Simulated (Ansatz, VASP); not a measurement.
**One calculation of Be2Se, two programs**

```
Be Se
1.0
     0.00000    2.84092    2.84092
     2.84092    0.00000    2.84092
     2.84092    2.84092    0.00000
Be Se
2 1
Direct
  0.25000 0.25000 0.25000
  0.75000 0.75000 0.75000
  0.00000 0.00000 0.00000
```

Change from the starting cell: species swapped into the PbF2 type (Fm-3m, No. 225).

Alike in both runs: functional PBE; k mesh 6 × 6 × 6; occupations gaussian, width 0.2 eV; no spin polarisation.

Ansatz relaxed the structure, and its values are those at the end. VASP's run is a single point on that final structure, the one shown.

```csv
,VASP,Ansatz
version,VASP 6.6.1,Ansatz 0.2.0
potentials or method,"VASP PAW PBE potentials, release 64 (Be, Se), cutoff 600 eV","scalar-relativistic, plane waves, PAW"
valence electrons in the cell,10,20
```

```csv
,VASP,Ansatz,Ansatz less VASP
gap on the k mesh at the Fermi level (eV),none,none,-
pressure (GPa),0.2,0.2,-0.06
```

A gap of «none» marks a metal or a gap that the smearing closes. VASP's potentials hold 10 valence electrons a cell and Ansatz's 20, so a difference there can come from the potentials and not from the codes.
